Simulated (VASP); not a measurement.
A run of VASP 6.6.1 is set up as follows.

INCAR

```
SYSTEM = ScAl3
PREC     = Accurate       ! precision mode
ENCUT    = 520            ! plane-wave cutoff, eV
EDIFF    = 1E-6           ! SCF threshold, eV
ISMEAR   = 0              ! smearing method
SIGMA    = 0.15           ! smearing width, eV
LREAL    = .False.        ! projectors in reciprocal space
LASPH    = .True.         ! aspherical terms in the spheres
NELM     = 60             ! most SCF steps
ALGO     = Fast           ! electronic algorithm
ISIF     = 2              ! what is computed and relaxed
LWAVE    = .False.        ! write WAVECAR
LCHARG   = .False.        ! write CHGCAR
GGA      = PS             ! functional
NBANDS   = 18             ! bands
```

Contents of KPOINTS:

```
regular mesh
0
Gamma
  14 14 14
  0 0 0
```

File POSCAR:

```
ScAl3
1.0
    4.0830395591     -0.2148968189     -0.2148968189
   -0.2148968189      4.0830395591     -0.2148968189
   -0.2148968189     -0.2148968189      4.0830395591
Sc Al
1 3
Direct
    0.0000000000      0.0000000000      0.0000000000
    0.5000000000      0.0000000000      0.5000000000
    0.0000000000      0.5000000000      0.5000000000
    0.5000000000      0.5000000000      0.0000000000
```

Potentials or basis: VASP PAW PBE potentials, release 64 (Sc_sv, Al).

Run with:

```bash
$ cat potpaw_PBE.64/Sc_sv/POTCAR potpaw_PBE.64/Al/POTCAR > POTCAR
$ mpirun -np 1 vasp_std > vasp.out
```

(1) What does it give for the band gap on the k mesh?

(2) What does it give for the pressure?

Results:

(1) zero (band 10 reaches 7.79 eV, above the bottom of band 11 at 5.48 eV).

(2) 3.4 GPa.

Caveat: the PAW data sets were made with another functional, which shifts forces and pressure a little.
